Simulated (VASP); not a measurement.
# Re (P6_3/mmc) in VASP: further runs

Runs on Re. Level: PBEsol. Tasks: single point, relaxation of cell and atoms.

Program: VASP 6.6.1. These are calculated values, not measurements. Logs are shortened: lines on timing, memory, paths and dates and some standing lists are left out, and cuts for length are marked.

### 1 The cell of the first run

Symmetry: P6_3/mmc, No. 194, hexagonal system. The conventional cell has a = 2.752 Å, b = 2.752 Å, c = 8.869 Å, α = 90.00°, β = 90.00°, γ = 120.00°. Within 3.6 Å of Re (site symmetry -3m) lie 12 Re at 2.73 to 2.75 Å. Re (site symmetry -6m2) has 12 Re at 2.73 to 2.75 Å within 3.6 Å.

### 2 Single point, PBEsol

Input file INCAR:

```
PREC = Accurate ; ENCUT = 520
EDIFF = 1E-6 ; ISMEAR = 0
SIGMA = 0.1 ; LREAL = F
LASPH = T ; NELM = 80
ALGO = Fast ; ISIF = 2
LWAVE = F ; LCHARG = F
GGA = PS ; NBANDS = 22
```

Input file KPOINTS:

```
regular mesh
0
Gamma
  18 18 6
```

Input file POSCAR:

```
Re
1.0
    2.7521979482      0.0000000000      0.0000000000
   -1.3760989741      2.3834733394      0.0000000000
    0.0000000000      0.0000000000      8.8688880569
Re
4
Direct
    0.0000000000      0.0000000000      0.0000000000
    0.3333333333      0.6666666667      0.2500000000
    0.0000000000      0.0000000000      0.5000000000
    0.6666666667      0.3333333333      0.7500000000
```

Potentials or basis: VASP PAW PBE potentials, release 64 (Re).

Started as:

```console
$ cat potpaw_PBE.64/Re/POTCAR > POTCAR
$ mpirun -np 1 vasp_std > vasp.out
```

OUTCAR:

```text
PREC = Accurate
   ENCUT = 520
   EDIFF = 1E-6
   ISMEAR = 0
   LREAL = F
   LASPH = T
   NELM = 80
   ISIF = 2
   GGA = PS

 ion  position               nearest neighbor table
   1  0.000  0.000  0.000-   2 2.73   4 2.73   4 2.73   2 2.73   4 2.73   2 2.73
   2  0.333  0.667  0.250-   1 2.73   3 2.73   1 2.73   3 2.73   1 2.73   3 2.73
   3  0.000  0.000  0.500-   2 2.73   4 2.73   4 2.73   2 2.73   4 2.73   2 2.73
   4  0.667  0.333  0.750-   1 2.73   3 2.73   1 2.73   3 2.73   1 2.73   3 2.73

  LATTYP: Found a hexagonal cell.
 ALAT       =     2.7521979482
 C/A-ratio  =     3.2224746271

  Lattice vectors:

 A1 = (   2.7521979482,   0.0000000000,   0.0000000000)
 A2 = (  -1.3760989741,   2.3834733394,   0.0000000000)
 A3 = (   0.0000000000,   0.0000000000,   8.8688880569)

Analysis of symmetry for initial positions (statically):
=====================================================================
 Subroutine PRICEL returns:
 Original cell was already a primitive cell.

 Routine SETGRP: Setting up the symmetry group for a
 hexagonal supercell.

 Subroutine GETGRP returns: Found 24 space group operations
 (whereof 12 operations were pure point group operations)
 out of a pool of 24 trial point group operations.

The static configuration has the point symmetry D_3d.
 The point group associated with its full space group is D_6h.

Analysis of symmetry for dynamics (positions and initial velocities):
=====================================================================
 Subroutine PRICEL returns:
 Original cell was already a primitive cell.

 Routine SETGRP: Setting up the symmetry group for a
 hexagonal supercell.

 Subroutine GETGRP returns: Found 24 space group operations
 (whereof 12 operations were pure point group operations)
 out of a pool of 24 trial point group operations.

The dynamic configuration has the point symmetry D_3d.
 The point group associated with its full space group is D_6h.

 Subroutine INISYM returns: Found 24 space group operations
 (whereof 12 operations are pure point group operations),
 and found     1 'primitive' translations

----------------------------------------------------------------------------------------

                                     Primitive cell

[... 84 lines left out ...]
 SYSTEM =  unknown system
   PREC   = accura    normal or accurate (medium, high low for compatibility)
   ISTART =      0    job   : 0-new  1-cont  2-samecut
   ICHARG =      2    charge: 1-file 2-atom 10-const
   ISPIN  =      1    spin polarized calculation?
   LNONCOLLINEAR =      F non collinear calculations
   LSORBIT =      F    spin-orbit coupling
   LASPH  =      T    aspherical Exc in radial PAW
   ENCUT  =  520.0 eV  38.22 Ry    6.18 a.u.   5.12  5.12 16.49*2*pi/ulx,y,z
   NELM   =     80;   NELMIN=  2; NELMDL= -5     # of ELM steps
   EDIFF  = 0.1E-05   stopping-criterion for ELM
   LREAL  =      F    real-space projection
   EDIFFG = 0.1E-04   stopping-criterion for IOM
   NSW    =      0    number of steps for IOM
   IBRION =     -1    ionic relax: 0-MD 1-quasi-New 2-CG
   NFREE  =      0    steps in history (QN), initial steepest desc. (CG)
   ISIF   =      2    stress and relaxation
   ISYM   =      2    0-nonsym 1-usesym 2-fastsym
   POTIM  = 0.5000    time-step for ionic-motion
   TEBEG  =    0.0;   TEEND  =   0.0 temperature during run
   PSTRESS=    0.0 pullay stress
   NELECT =      28.0000    total number of electrons
   NUPDOWN=      -1.0000    fix difference up-down
   EMIN   =  10.00;   EMAX   =-10.00  energy-range for DOS
   EFERMI =   0.00;   METHOD = LEGACY
   ISMEAR =     0;   SIGMA  =   0.10  broadening in eV -4-tet -1-fermi 0-gaus
   EFERMI_NEDOS =   21; number of points for ismear=-14 and -15
   IALGO  =     68    algorithm
   IMIX   =      4    mixing-type and parameters
     AMIX     =   0.40;   BMIX     =  1.00
     AMIX_MAG =   1.60;   BMIX_MAG =  1.00
  volume/ion in A,a.u.               =      14.54        98.15
  Fermi-wavevector in a.u.,A,eV,Ry     =   1.282944  2.424413 22.394455  1.645946
  Thomas-Fermi vector in A             =   2.415226
   LORBIT       =      0    0 simple, 1 ext, 2 COOP (PROOUT), +10 PAW based schemes
   GGA     = PS    functional components
   LHFCALC =     F    Hartree Fock is set to
   AEXX    =    0.0000 exact exchange contribution
   IVDW    =     0    specifies the selected vdW correction
   LEPSILON=     F    determine dielectric tensor
   LRPA    =     F    only Hartree local field effects (RPA)
 non-spin polarized calculation
 RMM-DIIS sequential band-by-band and
 Gauss-broadening in eV      SIGMA  =   0.10
  energy-cutoff  :      520.00
  volume of cell :       58.18
 maximum number of plane-waves:      1584
   NGX = 11   NGY = 11   NGZ = 33

 number of electron      27.9999999 magnetization

 Free energy of the ion-electron system (eV)
  ---------------------------------------------------
  ext. energy  EPLUGINS =         0.00000000
  ---------------------------------------------------
  free energy    TOTEN  =       -53.48652390 eV

  energy without entropy =      -53.47452701  energy(sigma->0) =      -53.48052546

 E-fermi :   7.9659     XC(G=0): -13.8825

 val. band max:        7.9656992986   @ k =   0.4444   0.0556   0.0000
 cond. band min:       7.9672664268   @ k =   0.1667   0.0556   0.0000
 fundamental gap:      0.0015671281
 Fermi energy:         7.9658805435

 k-point     1 :       0.0000    0.0000    0.0000
  band No.  band energies     occupation
      1      -2.1173      2.00000
      2       0.2311      2.00000
      3       0.3032      2.00000
      4       1.1531      2.00000
      5       5.3798      2.00000
      6       5.4793      2.00000
[... 589 lines left out ...]
     21      12.9194      0.00000
     22      13.8086      0.00000

 [... further k-points ...]
[... 5 lines left out ...]
  --------------------------------------------------------------------------------------
  -------------------------------------------------------------------------------------
  Total        0.0292722      0.0292722      0.0072638     -0.0000000      0.0000000     -0.0000000
  in kB        0.8061329      0.8061329      0.2000394     -0.0000000      0.0000000     -0.0000000
  external PRESSURE =       0.6041018 kB  Pullay stress =       0.0000000 kB

 VOLUME and BASIS-vectors are now :
 -----------------------------------------------------------------------------
  energy-cutoff  :      520.00
  volume of cell :       58.18
      direct lattice vectors                 reciprocal lattice vectors
     2.752197948  0.000000000  0.000000000     0.363345958  0.209777887  0.000000000
    -1.376098974  2.383473339  0.000000000     0.000000000  0.419555773  0.000000000
     0.000000000  0.000000000  8.868888057     0.000000000  0.000000000  0.112753706

 POSITION                                       TOTAL-FORCE (eV/Angst)
 -----------------------------------------------------------------------------------
      0.00000      0.00000      0.00000         0.000000      0.000000     -0.000000
     -0.00000      1.58898      2.21722        -0.000000      0.000000      0.000000
      0.00000      0.00000      4.43444         0.000000      0.000000     -0.000000
      1.37610      0.79449      6.65167         0.000000     -0.000000     -0.000000
 -----------------------------------------------------------------------------------
    total drift:                                0.000000     -0.000000      0.000000

  FREE ENERGIE OF THE ION-ELECTRON SYSTEM (eV)
  ---------------------------------------------------
  free  energy   TOTEN  =       -53.4865239005 eV

  energy  without entropy=      -53.4745270144  energy(sigma->0) =      -53.48052546
```

stdout:

```text
POSCAR found type information on POSCAR Re
 POSCAR found :  1 types and       4 ions
 scaLAPACK will be used
 -----------------------------------------------------------------------------
|                                                                             |
|                                                                             |
|     You enforced a specific xc type in the INCAR file but a different       |
|     I HOPE YOU KNOW WHAT YOU ARE DOING!                                     |
|                                                                             |
 -----------------------------------------------------------------------------

 LDA part: xc-table for (Slater+PW92), standard interpolation
 POSCAR, INCAR and KPOINTS ok, starting setup
 FFT: planning ... GRIDC
 FFT: planning ... GRID_SOFT
 FFT: planning ... GRID
 WAVECAR not read
 entering main loop
```

It took 7.7 min on 1 thread of Intel Xeon 8259CL, shared host; peak memory 0.28 GiB.

Results:

| Property | Result |
| --- | --- |
| Free energy | -53.4865 eV |
| Pressure | 0.1 GPa |
| Band gap on the k mesh | zero (bands 14 and 15 overlap by 2.60 eV) |

Levels at points of the mesh, in eV from the Fermi level:
```
           k point  band 12  band 13  band 14  band 15  band 16  band 17
(0.00, 0.00, 0.00)    -1.28    -1.28    -1.16    -1.16     0.55     0.62
(0.50, 0.00, 0.00)     0.29     0.29     1.16     2.15     3.99     4.06
(0.00, 0.00, 0.50)    -1.51    -1.51    -1.51    -1.10    -1.10     1.17
(0.50, 0.00, 0.50)    -0.67     0.29     0.29     2.75     2.75     4.02
```

Caveat: the PAW data sets were made with another functional, which shifts forces and pressure a little; spin-orbit coupling is left out, which moves the levels of the heavy elements.

### 3 Relaxation of cell and atoms, PBEsol

This run uses another cell than the first one, of 14.81 Å³/atom.

Input file INCAR:

```
SYSTEM = Re
  ALGO = Fast
  EDIFF = 1E-6
  EDIFFG = -0.005
  ENCUT = 600
  GGA = PS
  IBRION = 2
  ISIF = 3
  ISMEAR = 0
  LASPH = .True.
  LCHARG = .False.
  LREAL = .False.
  LWAVE = .False.
  NELM = 60
  NSW = 100
  PREC = Accurate
  SIGMA = 0.1
```

Input file KPOINTS:

```
k-points
0
Gamma
  18 18 6
  0 0 0
```

Input file POSCAR:

```
Re
1.0
    2.7663873939      0.0000000000      0.0000000000
   -1.3831936969      2.3957617598      0.0000000000
    0.0000000000      0.0000000000      8.9388451600
Re
4
Direct
    0.0000000000      0.0000000000      0.0000000000
    0.3333333300      0.6666666700      0.2500000000
    0.0000000000      0.0000000000      0.5000000000
    0.6666666700      0.3333333300      0.7500000000
```

Potentials or basis: VASP PAW PBE potentials, release 64 (Re).

Started as:

```console
$ cat potpaw_PBE.64/Re/POTCAR > POTCAR
$ mpirun -np 1 vasp_std > vasp.out
```

OUTCAR:

```text
SYSTEM = Re
   EDIFF = 1E-6
   EDIFFG = -0.005
   ENCUT = 600
   GGA = PS
   IBRION = 2
   ISIF = 3
   ISMEAR = 0
   LASPH = .True.
   LREAL = .False.
   NELM = 60
   NSW = 100
   PREC = Accurate

 ion  position               nearest neighbor table
   1  0.000  0.000  0.000-   2 2.75   4 2.75   2 2.75   4 2.75   4 2.75   2 2.75
   2  0.333  0.667  0.250-   1 2.75   3 2.75   1 2.75   3 2.75   1 2.75   3 2.75
   3  0.000  0.000  0.500-   2 2.75   4 2.75   2 2.75   4 2.75   4 2.75   2 2.75
   4  0.667  0.333  0.750-   1 2.75   3 2.75   1 2.75   3 2.75   1 2.75   3 2.75

  LATTYP: Found a hexagonal cell.
 ALAT       =     2.7663873939
 C/A-ratio  =     3.2312340563

  Lattice vectors:

 A1 = (   2.7663873939,   0.0000000000,   0.0000000000)
 A2 = (  -1.3831936969,   2.3957617598,   0.0000000000)
 A3 = (   0.0000000000,   0.0000000000,   8.9388451600)

Analysis of symmetry for initial positions (statically):
=====================================================================
 Subroutine PRICEL returns:
 Original cell was already a primitive cell.

 Routine SETGRP: Setting up the symmetry group for a
 hexagonal supercell.

 Subroutine GETGRP returns: Found 24 space group operations
 (whereof 12 operations were pure point group operations)
[... 214 lines left out ...]

  FORCE on cell =-STRESS in cart. coord.  units (eV):
  Direction    XX          YY          ZZ          XY          YZ          ZX
  --------------------------------------------------------------------------------------
  -------------------------------------------------------------------------------------
  Total       11.4547595     11.4547595     12.3021315      0.0000000      0.0000000      0.0000000
  in kB      339.3332309    339.3332309    364.4355874      0.0000000      0.0000000      0.0000000
  external PRESSURE =     347.7006831 kB  Pullay stress =       0.0000000 kB
[... 139 lines left out ...]
--------------------------------------- Ionic step        6  -------------------------------------------

 number of electron      28.0000000 magnetization

 Free energy of the ion-electron system (eV)
  ---------------------------------------------------
  ext. energy  EPLUGINS =         0.00000000
  ---------------------------------------------------
  free energy    TOTEN  =       -53.48991366 eV

  energy without entropy =      -53.47790922  energy(sigma->0) =      -53.48391144

 E-fermi :   7.9597     XC(G=0): -13.8795

 val. band max:        7.9590641489   @ k =   0.4444   0.0556   0.0000
 cond. band min:       7.9608626988   @ k =   0.1667   0.0556   0.0000
 fundamental gap:      0.0017985499
 Fermi energy:         7.9597264328

 k-point     1 :       0.0000    0.0000    0.0000
  band No.  band energies     occupation
      1      -2.1202      2.00000
      2       0.2275      2.00000
      3       0.2998      2.00000
      4       1.1505      2.00000
      5       5.3759      2.00000
      6       5.4752      2.00000
[... 481 lines left out ...]
      5       3.5334      2.00000
      6       3.6839      2.00000
[... 10 lines left out ...]
     17      11.3019      0.00000
     18      11.4841      0.00000

 [... further k-points ...]
[... 5 lines left out ...]
  --------------------------------------------------------------------------------------
  -------------------------------------------------------------------------------------
  Total       -0.0080794     -0.0080794     -0.0118363     -0.0000000     -0.0000000      0.0000000
  in kB       -0.2223841     -0.2223841     -0.3257943     -0.0000000     -0.0000000      0.0000000
  external PRESSURE =      -0.2568542 kB  Pullay stress =       0.0000000 kB
[... 19 lines left out ...]
  FREE ENERGIE OF THE ION-ELECTRON SYSTEM (eV)
  ---------------------------------------------------
  free  energy   TOTEN  =       -53.4899136624 eV

  energy  without entropy=      -53.4779092167  energy(sigma->0) =      -53.48391144

 reached required accuracy - stopping structural energy minimisation
```

Wall time 48 min (1 thread of Intel Xeon 8259CL, shared host); peak memory 0.34 GiB.

Results:

* Free energy: -53.4899 eV
* Relaxed volume: 14.55 Å³/atom
* Relaxed cell: a = 2.753 Å, b = 2.753 Å, c = 8.870 Å, α = 90.00°, β = 90.00°, γ = 120.00°
* Space group after relaxing (to 0.1 Å): P6_3/mmc (No. 194)
* Energy gained by relaxing: 5.9 meV/atom
* Ionic steps: 6
* Pressure after relaxing: 0.0 GPa

The path:
```csv
step,energy change (eV),largest force (eV/Å),pressure (GPa),volume (Å³)
1,0.0000,0.0000,-6.71,59.24
2,0.3954,0.0000,34.77,54.08
3,-0.0232,0.0000,-0.23,58.24
4,-0.0233,0.0000,0.05,58.20
5,-0.0233,0.0000,-0.06,58.21
6,-0.0235,0.0000,-0.03,58.21
```

Final structure:
```
Re
1.0
     2.75277    0.00000    0.00000
    -1.37639    2.38397    0.00000
     0.00000    0.00000    8.86976
Re
4
Direct
  0.00000 0.00000 0.00000
  0.33333 0.66667 0.25000
  0.00000 0.00000 0.50000
  0.66667 0.33333 0.75000
```

Caveat: the highest band is partly filled, so the run has too few bands; the PAW data sets were made with another functional, which shifts forces and pressure a little; spin-orbit coupling is left out, which moves the levels of the heavy elements.
